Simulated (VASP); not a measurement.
Sr5Ca3Ti8O24, 40 atoms in the cell. The typed cell holds 40 atoms: a = 7.730 Å, b = 7.730 Å, c = 7.730 Å, α = 90.00°, β = 90.00°, γ = 90.00°. 

```yaml
Program: VASP 6.6.1
Task: single point
Functional: PBEsol
Potentials_or_basis: VASP PAW PBE potentials, release 64 (Sr_sv, Ca_sv, Ti_sv, O)
Cutoff: 700 eV
k_mesh: 1 × 1 × 1, shifted
Occupations: fermi-dirac, width 0.05 eV
Spin: no spin polarisation
Dipole_correction: no
Further_INCAR_settings: LREAL = Auto; ALGO = Normal; EDIFF = 1e-06; NBANDS = 186; ISYM = -1
```

Potentials or basis: VASP PAW PBE potentials, release 64 (Sr_sv, Ca_sv, Ti_sv, O).

Run with:

```sh
$ cat potpaw_PBE.64/Sr_sv/POTCAR potpaw_PBE.64/Ca_sv/POTCAR potpaw_PBE.64/Ti_sv/POTCAR potpaw_PBE.64/O/POTCAR > POTCAR
$ mpirun -np 1 vasp_std > vasp.out
```

Hardware: 1 thread of Intel(R) Xeon(R) Platinum 8259CL CPU @ 2.50GHz (Skylake/Cascade Lake) (shared host).

Task: How long does it take, and how much memory?

Result: Wall time 7.4 min on 1 thread of Intel(R) Xeon(R) Platinum 8259CL CPU @ 2.50GHz (Skylake/Cascade Lake) (shared host), peak memory 0.75 GiB. Counts: scf iterations 19, k points 1.
